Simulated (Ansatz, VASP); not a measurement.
# Two plane-wave programs on H

```
H
1.0
     3.79590    0.00000    0.00000
    -1.89795    3.28735    0.00000
     0.00000    0.00000    6.18966
H
4
Direct
  0.33333 0.66667 0.12300
  0.66666 0.33333 0.62300
  0.33333 0.66667 0.37700
  0.66667 0.33334 0.87700
```

Alike in both runs: task single point; functional RPBE; k mesh 8 × 8 × 4; occupations fermi-dirac, width 0.0463 eV; no spin polarisation.

|  | VASP | Ansatz |
| --- | --- | --- |
| version | VASP 6.6.1 | Ansatz 0.2.0 |
| potentials or method | VASP PAW PBE potentials, release 64 (H), cutoff 520 eV | PAW plane waves |
| valence electrons in the cell | 4 | 4 |

|  | VASP | Ansatz | Ansatz less VASP |
| --- | --- | --- | --- |
| gap on the k mesh at the Fermi level (eV) | 1.78 | 1.78 | 0.000 |
| pressure (GPa) | -8.2 | -8.2 | +0.07 |
| traceless stress, the component that is largest in VASP (GPa) | -16.50 | -16.49 | +0.011 |
| rms of the force components (eV/Å) | 2.127 | 2.126 | -0.0014 |

VASP's potentials were made for PBE, not for RPBE. Atom by atom the forces differ by 0.001 eV/Å (rms over components). The functional is the same, so the differences come from potentials, cutoffs and numerics. Ansatz's warnings: structure snapped to symmetry.
